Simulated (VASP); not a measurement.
# Co (P6_3/mmc) in VASP: further runs

The runs below take Co through single point, relaxation of cell and atoms, with PBEsol.

Program: VASP 6.6.1. These are calculated values, not measurements. Logs are shortened: lines on timing, memory, paths and dates and some standing lists are left out, and cuts for length are marked.

**1. The cell of the first run**

It takes space group P6_3/mmc (No. 194, hexagonal). The conventional cell has a = 2.424 Å, b = 2.424 Å, c = 3.905 Å, α = 90.00°, β = 90.00°, γ = 120.00°. Within 3.2 Å of Co (site symmetry -6m2) lie 12 Co at 2.40 to 2.42 Å.

**2. Single point, PBEsol**

Input file INCAR:

```
SYSTEM = Co
ALGO = Normal
EDIFF = 1E-6
ENCUT = 520
GGA = PS
ISIF = 2
ISMEAR = -1
LASPH = .TRUE.
LCHARG = .FALSE.
LREAL = .FALSE.
LWAVE = .FALSE.
NBANDS = 16
NELM = 80
PREC = Accurate
SIGMA = 0.1
```

Input file KPOINTS:

```
k-points
0
G
  14 14 8
  0 0 0
```

Input file POSCAR:

```
Co
1.0
    2.4236767716      0.0000000000      0.0000000000
   -1.2118383858      2.0989656548      0.0000000000
    0.0000000000      0.0000000000      3.9051864993
Co
2
Direct
    0.3333333333      0.6666666667      0.2500000000
    0.6666666667      0.3333333333      0.7500000000
```

Potentials or basis: VASP PAW PBE potentials, release 64 (Co).

On the command line:

```
$ cat potpaw_PBE.64/Co/POTCAR > POTCAR
$ mpirun -np 1 vasp_std > vasp.out
```

OUTCAR:

```text
SYSTEM = Co
   EDIFF = 1E-6
   ENCUT = 520
   GGA = PS
   ISIF = 2
   ISMEAR = -1
   LASPH = .TRUE.
   LREAL = .FALSE.
   NELM = 80
   PREC = Accurate

 ion  position               nearest neighbor table
   1  0.333  0.667  0.250-   2 2.40   2 2.40   2 2.40   2 2.40   2 2.40   2 2.40
   2  0.667  0.333  0.750-   1 2.40   1 2.40   1 2.40   1 2.40   1 2.40   1 2.40

  LATTYP: Found a hexagonal cell.
 ALAT       =     2.4236767716
 C/A-ratio  =     1.6112653903

  Lattice vectors:

 A1 = (   2.4236767716,   0.0000000000,   0.0000000000)
 A2 = (  -1.2118383858,   2.0989656548,   0.0000000000)
 A3 = (   0.0000000000,   0.0000000000,   3.9051864993)

Analysis of symmetry for initial positions (statically):
=====================================================================
 Subroutine PRICEL returns:
 Original cell was already a primitive cell.

 Routine SETGRP: Setting up the symmetry group for a
 hexagonal supercell.

 Subroutine GETGRP returns: Found 24 space group operations
 (whereof 12 operations were pure point group operations)
 out of a pool of 24 trial point group operations.

The static configuration has the point symmetry D_3d.
 The point group associated with its full space group is D_6h.

Analysis of symmetry for dynamics (positions and initial velocities):
=====================================================================
 Subroutine PRICEL returns:
 Original cell was already a primitive cell.

 Routine SETGRP: Setting up the symmetry group for a
 hexagonal supercell.

 Subroutine GETGRP returns: Found 24 space group operations
 (whereof 12 operations were pure point group operations)
 out of a pool of 24 trial point group operations.

The dynamic configuration has the point symmetry D_3d.
 The point group associated with its full space group is D_6h.

 Subroutine INISYM returns: Found 24 space group operations
 (whereof 12 operations are pure point group operations),
 and found     1 'primitive' translations

----------------------------------------------------------------------------------------

                                     Primitive cell

  volume of cell :      19.8665

  direct lattice vectors                    reciprocal lattice vectors
     2.423676772  0.000000000  0.000000000     0.412596272  0.238212569  0.000000000
    -1.211838386  2.098965655  0.000000000     0.000000000  0.476425137  0.000000000
[... 78 lines left out ...]
   ICHARG =      2    charge: 1-file 2-atom 10-const
   ISPIN  =      1    spin polarized calculation?
   LNONCOLLINEAR =      F non collinear calculations
   LSORBIT =      F    spin-orbit coupling
   LASPH  =      T    aspherical Exc in radial PAW
   ENCUT  =  520.0 eV  38.22 Ry    6.18 a.u.   4.51  4.51  7.26*2*pi/ulx,y,z
   NELM   =     80;   NELMIN=  2; NELMDL= -5     # of ELM steps
   EDIFF  = 0.1E-05   stopping-criterion for ELM
   LREAL  =      F    real-space projection
   EDIFFG = 0.1E-04   stopping-criterion for IOM
   NSW    =      0    number of steps for IOM
   IBRION =     -1    ionic relax: 0-MD 1-quasi-New 2-CG
   NFREE  =      0    steps in history (QN), initial steepest desc. (CG)
   ISIF   =      2    stress and relaxation
   ISYM   =      2    0-nonsym 1-usesym 2-fastsym
   POTIM  = 0.5000    time-step for ionic-motion
   TEBEG  =    0.0;   TEEND  =   0.0 temperature during run
   PSTRESS=    0.0 pullay stress
   NELECT =      18.0000    total number of electrons
   NUPDOWN=      -1.0000    fix difference up-down
   EMIN   =  10.00;   EMAX   =-10.00  energy-range for DOS
   EFERMI =   0.00;   METHOD = LEGACY
   ISMEAR =    -1;   SIGMA  =   0.10  broadening in eV -4-tet -1-fermi 0-gaus
   EFERMI_NEDOS =   21; number of points for ismear=-14 and -15
   IALGO  =     38    algorithm
   IMIX   =      4    mixing-type and parameters
     AMIX     =   0.40;   BMIX     =  1.00
     AMIX_MAG =   1.60;   BMIX_MAG =  1.00
  volume/ion in A,a.u.               =       9.93        67.03
  Fermi-wavevector in a.u.,A,eV,Ry     =   1.584133  2.993578 34.143526  2.509478
  Thomas-Fermi vector in A             =   2.683798
   LORBIT       =      0    0 simple, 1 ext, 2 COOP (PROOUT), +10 PAW based schemes
   GGA     = PS    functional components
   LHFCALC =     F    Hartree Fock is set to
   AEXX    =    0.0000 exact exchange contribution
   IVDW    =     0    specifies the selected vdW correction
   LEPSILON=     F    determine dielectric tensor
   LRPA    =     F    only Hartree local field effects (RPA)
 non-spin polarized calculation
  energy-cutoff  :      520.00
  volume of cell :       19.87
 maximum number of plane-waves:       553
 NGX is ok and might be reduce to    18
   NGX =  9   NGY =  9   NGZ = 15

 number of electron      18.0000000 magnetization

 Free energy of the ion-electron system (eV)
  ---------------------------------------------------
  ext. energy  EPLUGINS =         0.00000000
  ---------------------------------------------------
  free energy    TOTEN  =       -15.21733188 eV

  energy without entropy =      -15.04629822  energy(sigma->0) =      -15.13181505

 E-fermi :  11.3675     XC(G=0): -14.1279

 val. band max:       11.3631738679   @ k =   0.3571   0.2857   0.2500
 cond. band min:      11.3760538060   @ k =   0.1429   0.0000   0.5000
 fundamental gap:      0.0128799381
 Fermi energy:        11.3674933297

 k-point     1 :       0.0000    0.0000    0.0000
  band No.  band energies     occupation
      1       1.8970      2.00000
      2       6.2017      2.00000
      3       9.3351      2.00000
      4       9.3579      2.00000
      5       9.3579      2.00000
      6       9.7503      2.00000
[... 433 lines left out ...]
      3       7.5893      2.00000
      4       7.9220      2.00000
      5       8.9347      2.00000
      6       9.0637      2.00000
[... 8 lines left out ...]
     15      24.7259      0.00000
     16      26.0421      0.00000

 [... further k-points ...]
[... 5 lines left out ...]
  --------------------------------------------------------------------------------------
  -------------------------------------------------------------------------------------
  Total       -0.0937862     -0.0937862     -0.1049068      0.0000000      0.0000000      0.0000000
  in kB       -7.5635877     -7.5635877     -8.4604325      0.0000000      0.0000000      0.0000000
  external PRESSURE =      -7.8625360 kB  Pullay stress =       0.0000000 kB

 VOLUME and BASIS-vectors are now :
 -----------------------------------------------------------------------------
  energy-cutoff  :      520.00
  volume of cell :       19.87
      direct lattice vectors                 reciprocal lattice vectors
     2.423676772  0.000000000  0.000000000     0.412596272  0.238212569  0.000000000
    -1.211838386  2.098965655  0.000000000     0.000000000  0.476425137  0.000000000
     0.000000000  0.000000000  3.905186499     0.000000000  0.000000000  0.256069717

 POSITION                                       TOTAL-FORCE (eV/Angst)
 -----------------------------------------------------------------------------------
     -0.00000      1.39931      0.97630        -0.000000     -0.000000      0.000000
      1.21184      0.69966      2.92889         0.000000      0.000000      0.000000
 -----------------------------------------------------------------------------------
    total drift:                               -0.000000      0.000000     -0.000000

  FREE ENERGIE OF THE ION-ELECTRON SYSTEM (eV)
  ---------------------------------------------------
  free  energy   TOTEN  =       -15.2173318844 eV

  energy  without entropy=      -15.0462982211  energy(sigma->0) =      -15.13181505
```

OSZICAR:

```text
N       E                     dE             d eps       ncg     rms          rms(c)
DAV:   1     0.739784106009E+02    0.73978E+02   -0.84436E+03  3960   0.157E+03
DAV:   2    -0.159938795339E+02   -0.89972E+02   -0.82911E+02  3848   0.242E+02
DAV:   3    -0.181294252145E+02   -0.21355E+01   -0.20928E+01  4768   0.513E+01
DAV:   4    -0.181659888945E+02   -0.36564E-01   -0.36554E-01  5488   0.513E+00
DAV:   5    -0.181662514186E+02   -0.26252E-03   -0.26252E-03  4856   0.429E-01    0.167E+01
DAV:   6    -0.156501514119E+02    0.25161E+01   -0.12127E+01  4176   0.754E+01    0.466E+00
DAV:   7    -0.152653280972E+02    0.38482E+00   -0.15933E+00  4640   0.254E+01    0.201E+00
DAV:   8    -0.152245870446E+02    0.40741E-01   -0.20861E-02  6216   0.248E+00    0.668E-01
DAV:   9    -0.152173889711E+02    0.71981E-02   -0.12831E-03  5568   0.423E-01    0.620E-02
DAV:  10    -0.152173322083E+02    0.56763E-04   -0.80671E-05  4560   0.944E-02    0.311E-02
DAV:  11    -0.152173318844E+02    0.32385E-06   -0.40120E-06  5192   0.273E-02
   1 F= -.15217332E+02 E0= -.15131815E+02  d E =-.171034E+00
```

Run time: 13 s. Hardware: 1 thread of Intel Xeon 6975P-C (Granite Rapids), shared host; peak memory 0.14 GiB.

Results:

```yaml
Free_energy: -15.2173 eV
Pressure: -0.8 GPa
Band_gap_on_the_k_mesh: zero (bands 9 and 10 overlap by 1.68 eV)
```

Caveat: the PAW data sets were made with another functional, which shifts forces and pressure a little; the run has no spin polarisation, though such a crystal can be magnetic. Spin polarisation is off, so any magnetic state and its effect on volume and gap are missing.

**3. Relaxation of cell and atoms, PBEsol**

This run uses another cell than the first one, of 11.07 Å³/atom.

Input file INCAR:

```
PREC = Accurate ; ENCUT = 600
EDIFF = 1E-7 ; ISMEAR = -1
SIGMA = 0.1 ; LREAL = F
LASPH = T ; NELM = 100
ALGO = Normal ; ISIF = 3
LWAVE = F ; LCHARG = F
GGA = PS ; IBRION = 2
NSW = 80 ; EDIFFG = -0.01
```

Input file KPOINTS:

```
Automatic mesh
0
Gamma
  14 14 8
```

Input file POSCAR:

```
Co
1.0
    2.5070990085      0.0000000000      0.0000000000
   -1.2535495042      2.1712114311      0.0000000000
    0.0000000000      0.0000000000      4.0686000000
Co
2
Direct
    0.3333333333      0.6666666667      0.2500000000
    0.6666666667      0.3333333333      0.7500000000
```

Potentials or basis: VASP PAW PBE potentials, release 64 (Co).

On the command line:

```
$ cat potpaw_PBE.64/Co/POTCAR > POTCAR
$ mpirun -np 1 vasp_std > vasp.out
```

It took 82 s on 1 thread of Intel Xeon 6975P-C (Granite Rapids), shared host; peak memory 0.17 GiB.

It converged, with:

```yaml
Free_energy: -15.2185 eV
Relaxed_volume: 9.89 Å³/atom
Relaxed_cell: a = 2.421 Å, b = 2.421 Å, c = 3.900 Å, α = 90.00°, β = 90.00°, γ = 120.00°
Space_group_after_relaxing_to_0.1_Å: P6_3/mmc (No. 194)
Energy_gained_by_relaxing: 100.1 meV/atom
Ionic_steps: 9
Pressure_after_relaxing: 0.0 GPa
Band_gap_on_the_k_mesh: zero (bands 9 and 10 overlap by 1.69 eV)
```

The path:
```tsv
step	energy change (eV)	largest force (eV/Å)	pressure (GPa)	volume (Å³)
1	0.0000	0.0000	-24.25	22.15
2	0.1914	0.0000	55.40	17.20
3	-0.1997	0.0000	-1.02	19.86
4	-0.2000	0.0000	-0.18	19.80
5	-0.1999	0.0000	0.47	19.76
6	-0.2001	0.0000	-0.57	19.83
7	-0.2001	0.0000	-0.26	19.81
8	-0.2002	0.0000	0.10	19.78
9	-0.2002	0.0000	0.02	19.79
```

Final structure:
```xyz
2
Lattice="2.4206 0.0000 0.0000 -1.2103 2.0963 0.0000 0.0000 0.0000 3.8996" Properties=species:S:1:pos:R:3 pbc="T T T"
Co    0.0000    1.3975    0.9749
Co    1.2103    0.6988    2.9247
```

Levels at points of the mesh, in eV from the Fermi level:
```tsv
k point	band 5	band 6	band 7	band 8	band 9	band 10	band 11	band 12	band 13
(0.00, 0.00, 0.00)	-2.02	-1.63	-1.63	-1.22	-1.22	-0.13	0.12	0.12	7.68
(0.50, 0.00, 0.00)	-2.23	-2.00	-1.58	0.27	0.41	0.46	2.07	4.19	10.63
(0.00, 0.00, 0.50)	-2.10	-2.10	-2.10	-2.10	-0.25	-0.25	-0.25	-0.25	16.36
(0.50, 0.00, 0.50)	-1.08	-1.08	-0.40	-0.40	0.39	0.39	1.96	1.96	8.49
```

Caveat: the PAW data sets were made with another functional, which shifts forces and pressure a little; the run has no spin polarisation, though such a crystal can be magnetic. Spin polarisation is off, so any magnetic state and its effect on volume and gap are missing.

(Part 1 of 2 ends here.)
